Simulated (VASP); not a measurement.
# BeS (F-43m) in VASP: further runs, part 2 of 2

VASP 6.6.1. Earlier steps stand in the parts before.

### 5 Single point, r2SCAN0

POSCAR reads:

```
BeS
1.0
    0.0000000000      2.4249991143      2.4249991143
    2.4249991143      0.0000000000      2.4249991143
    2.4249991143      2.4249991143      0.0000000000
Be S
1 1
Direct
    0.0000000000      0.0000000000      0.0000000000
    0.7500000000      0.7500000000      0.7500000000
```

INCAR.step1 reads:

```
PREC = Accurate
ENCUT = 520
EDIFF = 1E-5
ISMEAR = 0
SIGMA = 0.05
LREAL = F
LASPH = T
NELM = 60
ALGO = Normal
ISIF = 2
LWAVE = T
LCHARG = F
GGA = PE
NBANDS = 11
```

INCAR.step2 reads:

```
PREC = Accurate
ENCUT = 520
EDIFF = 1E-7
ISMEAR = 0
SIGMA = 0.05
LREAL = F
LASPH = T
NELM = 60
ALGO = Normal
ISIF = 2
LWAVE = F
LCHARG = F
METAGGA = R2SCAN
LHFCALC = T
AEXX = 0.25
LMIXTAU = T
PRECFOCK = Normal
ISTART = 1
NBANDS = 11
```

KPOINTS reads:

```
regular mesh
0
Gamma
  4 4 4
```

Potentials or basis: VASP PAW PBE potentials, release 64 (Be, S).

Command:

```console
$ cat potpaw_PBE.64/Be/POTCAR potpaw_PBE.64/S/POTCAR > POTCAR
$ cp INCAR.step1 INCAR
$ mpirun -np 1 vasp_std > vasp.out
$ cp INCAR.step2 INCAR
$ mpirun -np 1 vasp_std > vasp.out
```

OUTCAR:

```text
PREC = Accurate
   ENCUT = 520
   EDIFF = 1E-7
   ISMEAR = 0
   LREAL = F
   LASPH = T
   NELM = 60
   ISIF = 2
   METAGGA = R2SCAN
   LHFCALC = T
   AEXX = 0.25
   PRECFOCK = Normal
   ISTART = 1

 ion  position               nearest neighbor table
   1  0.000  0.000  0.000-   2 2.10   2 2.10   2 2.10   2 2.10
   2  0.750  0.750  0.750-   1 2.10   1 2.10   1 2.10   1 2.10

  LATTYP: Found a face centered cubic cell.
 ALAT       =     4.8499982286

  Lattice vectors:

 A1 = (   0.0000000000,   2.4249991143,   2.4249991143)
 A2 = (   2.4249991143,   0.0000000000,   2.4249991143)
 A3 = (   2.4249991143,   2.4249991143,   0.0000000000)

Analysis of symmetry for initial positions (statically):
=====================================================================
 Subroutine PRICEL returns:
 Original cell was already a primitive cell.

 Routine SETGRP: Setting up the symmetry group for a
 face centered cubic supercell.

 Subroutine GETGRP returns: Found 24 space group operations
 (whereof 24 operations were pure point group operations)
 out of a pool of 48 trial point group operations.

The static configuration has the point symmetry T_d .

Analysis of symmetry for dynamics (positions and initial velocities):
=====================================================================
 Subroutine PRICEL returns:
 Original cell was already a primitive cell.

 Routine SETGRP: Setting up the symmetry group for a
 face centered cubic supercell.

 Subroutine GETGRP returns: Found 24 space group operations
 (whereof 24 operations were pure point group operations)
 out of a pool of 48 trial point group operations.

The dynamic configuration has the point symmetry T_d .

 Subroutine INISYM returns: Found 24 space group operations
 (whereof 24 operations are pure point group operations),
 and found     1 'primitive' translations

----------------------------------------------------------------------------------------

                                     Primitive cell

  volume of cell :      28.5210

  direct lattice vectors                    reciprocal lattice vectors
     0.000000000  2.424999114  2.424999114    -0.206185642  0.206185642  0.206185642
     2.424999114  0.000000000  2.424999114     0.206185642 -0.206185642  0.206185642
     2.424999114  2.424999114  0.000000000     0.206185642  0.206185642 -0.206185642

  length of vectors
     3.429466636  3.429466636  3.429466636     0.357124008  0.357124008  0.357124008

  position of ions in fractional coordinates (direct lattice)
     0.000000000  0.000000000  0.000000000
     0.750000000  0.750000000  0.750000000

  ion indices of the primitive-cell ions
   primitive index   ion index
                 1           1
                 2           2

----------------------------------------------------------------------------------------

 KPOINTS: regular mesh

Automatic generation of k-mesh.
 Grid dimensions read from file:
 generate k-points for:    4    4    4

 Generating k-lattice:

  Cartesian coordinates                     Fractional coordinates (reciprocal lattice)
[... 29 lines left out ...]
   dimension x,y,z NGXF=    56 NGYF=   56 NGZF=   56
   ions per type =               1   1
   NGX,Y,Z   is equivalent  to a cutoff of  13.57, 13.57, 13.57 a.u.
   NGXF,Y,Z  is equivalent  to a cutoff of  27.15, 27.15, 27.15 a.u.
 SYSTEM =  unknown system
   PREC   = accura    normal or accurate (medium, high low for compatibility)
   ISTART =      1    job   : 0-new  1-cont  2-samecut
   ICHARG =      0    charge: 1-file 2-atom 10-const
   ISPIN  =      1    spin polarized calculation?
   LNONCOLLINEAR =      F non collinear calculations
   LSORBIT =      F    spin-orbit coupling
   LASPH  =      T    aspherical Exc in radial PAW
   ENCUT  =  520.0 eV  38.22 Ry    6.18 a.u.   6.38  6.38  6.38*2*pi/ulx,y,z
   NELM   =     60;   NELMIN=  2; NELMDL=  0     # of ELM steps
   EDIFF  = 0.1E-06   stopping-criterion for ELM
   LREAL  =      F    real-space projection
   EDIFFG = 0.1E-05   stopping-criterion for IOM
   NSW    =      0    number of steps for IOM
   IBRION =     -1    ionic relax: 0-MD 1-quasi-New 2-CG
   NFREE  =      0    steps in history (QN), initial steepest desc. (CG)
   ISIF   =      2    stress and relaxation
   ISYM   =      3    0-nonsym 1-usesym 2-fastsym
   POTIM  = 0.5000    time-step for ionic-motion
   TEBEG  =    0.0;   TEEND  =   0.0 temperature during run
   PSTRESS=    0.0 pullay stress
   NELECT =       8.0000    total number of electrons
   NUPDOWN=      -1.0000    fix difference up-down
   EMIN   =  10.00;   EMAX   =-10.00  energy-range for DOS
   EFERMI =   0.00;   METHOD = LEGACY
   ISMEAR =     0;   SIGMA  =   0.05  broadening in eV -4-tet -1-fermi 0-gaus
   EFERMI_NEDOS =   21; number of points for ismear=-14 and -15
   IALGO  =     38    algorithm
   IMIX   =      1    mixing-type and parameters
     AMIX     =   0.40;   BMIX     =  1.00
     AMIX_MAG =   1.60;   BMIX_MAG =  1.00
  volume/ion in A,a.u.               =      14.26        96.23
  Fermi-wavevector in a.u.,A,eV,Ry     =   1.071642  2.025111 15.625169  1.148418
  Thomas-Fermi vector in A             =   2.207389
   LORBIT       =      0    0 simple, 1 ext, 2 COOP (PROOUT), +10 PAW based schemes
   METAGGA = R2SCAN    functional components
   LHFCALC =     T    Hartree Fock is set to
   PRECFOCK=normal    Normal, Fast or Accurate (Low or Medium for compatibility)
   ENCUT4O =  -1.0   cutoff for four orbital integrals eV
   NKREDX  =     1    reduce k-point grid by
   NKREDY  =     1    reduce k-point grid by
   NKREDZ  =     1    reduce k-point grid by
   AEXX    =    0.2500 exact exchange contribution
   HFSCREEN=    0.0000 screening length (either q_TF or 0.3 A-1)
   HFSCREENC=   0.0000 screening length for correlation (either q_TF or 0.3 A-1)
   ENCUTFOCK=  -1.0 apply spherical cutoff to Coloumb kernel
   IVDW    =     0    specifies the selected vdW correction
   LEPSILON=     F    determine dielectric tensor
   LRPA    =     F    only Hartree local field effects (RPA)
 non-spin polarized calculation
 Gauss-broadening in eV      SIGMA  =   0.05
  energy-cutoff  :      520.00
  volume of cell :       28.52
 maximum number of plane-waves:       778
 NGX is ok and might be reduce to    28
  NGX = 20; NGY = 20; NGZ = 20

 number of electron       7.9999999 magnetization

 Free energy of the ion-electron system (eV)
  ---------------------------------------------------
  ext. energy  EPLUGINS =         0.00000000
  ---------------------------------------------------
  free energy    TOTEN  =       -15.50174140 eV

  energy without entropy =      -15.50174140  energy(sigma->0) =      -15.50174140

 E-fermi :   3.3477     XC(G=0):  -7.9535

 val. band max:        3.0216397208   @ k =   0.0000   0.0000   0.0000
 cond. band min:       8.1102820271   @ k =   0.5000   0.5000   0.0000
 fundamental gap:      5.0886423062
 Fermi energy:         3.3476827522

 k-point     1 :       0.0000    0.0000    0.0000
  band No.  band energies     occupation
      1     -12.4594      2.00000
      2       3.0216      2.00000
      3       3.0216      2.00000
      4       3.0216      2.00000
      5      11.0330      0.00000
      6      11.0330      0.00000
      7      11.0330      0.00000
      8      11.3249      0.00000
      9      18.4633      0.00000
     10      18.4633      0.00000
     11      20.7050      0.00000
[... 85 lines left out ...]
 k-point     8 :      -0.2500    0.5000    0.2500
  band No.  band energies     occupation
      1      -9.9509      2.00000
      2      -1.7854      2.00000
      3      -1.2725      2.00000
      4      -0.6339      2.00000
      5      11.6566      0.00000
      6      13.5119      0.00000
      7      14.1144      0.00000
      8      14.5032      0.00000
      9      20.4544      0.00000
     10      20.6841      0.00000
     11      23.3387      0.00000

------------------------ aborting loop because EDIFF is reached ----------------------------------------

  FORCE on cell =-STRESS in cart. coord.  units (eV):
  Direction    XX          YY          ZZ          XY          YZ          ZX
  --------------------------------------------------------------------------------------
  -------------------------------------------------------------------------------------
  Total        0.1372803      0.1372803      0.1372803     -0.0000000      0.0000000      0.0000000
  in kB        7.7117682      7.7117682      7.7117682     -0.0000000      0.0000000      0.0000000
  external PRESSURE =       7.7117682 kB  Pullay stress =       0.0000000 kB

 VOLUME and BASIS-vectors are now :
 -----------------------------------------------------------------------------
  energy-cutoff  :      520.00
  volume of cell :       28.52
      direct lattice vectors                 reciprocal lattice vectors
     0.000000000  2.424999114  2.424999114    -0.206185642  0.206185642  0.206185642
     2.424999114  0.000000000  2.424999114     0.206185642 -0.206185642  0.206185642
     2.424999114  2.424999114  0.000000000     0.206185642  0.206185642 -0.206185642

 POSITION                                       TOTAL-FORCE (eV/Angst)
 -----------------------------------------------------------------------------------
      0.00000      0.00000      0.00000         0.000000      0.000000     -0.000000
      3.63750      3.63750      3.63750        -0.000000     -0.000000      0.000000
 -----------------------------------------------------------------------------------
    total drift:                               -0.000000     -0.000000     -0.000000

  FREE ENERGIE OF THE ION-ELECTRON SYSTEM (eV)
  ---------------------------------------------------
  free  energy   TOTEN  =       -15.5017414044 eV

  energy  without entropy=      -15.5017414044  energy(sigma->0) =      -15.50174140
```

Run time: 52 s. Hardware: 1 thread of Intel Xeon 6975P-C (Granite Rapids), shared host; peak memory 0.15 GiB.

Results:

```yaml
Free_energy: -15.5017 eV
Pressure: 0.8 GPa
Band_gap_on_the_k_mesh: 5.09 eV, indirect (least direct gap 8.01 eV)
```

Caveat: the k points lie up to 0.56 Å⁻¹ apart; the PAW data sets were made with another functional, which shifts forces and pressure a little. A k mesh can miss the band edges.

### 6 Overview

```csv
level,grid for exact exchange (PRECFOCK),share of exact exchange,gap on the mesh (eV),pressure (GPa)
PBE,-,-,3.10,2.1
HF,Normal,-,10.63,5.5
PBE-based global hybrid,Normal,0.4,5.88,-0.5
r2SCAN0,Normal,-,5.09,0.8
```

Alike in all rows: task single point; potentials or basis VASP PAW PBE potentials, release 64 (Be, S); no spin polarisation; cell as given; k mesh 4 × 4 × 4; cutoff (eV) 520; smearing gaussian 0.05 eV.

Caveats: all runs use coarse meshes; the PAW data sets were made with another functional, which shifts forces and pressure a little (some runs).

Total energies depend on the potentials used, so only differences within one code and one set of settings carry meaning.
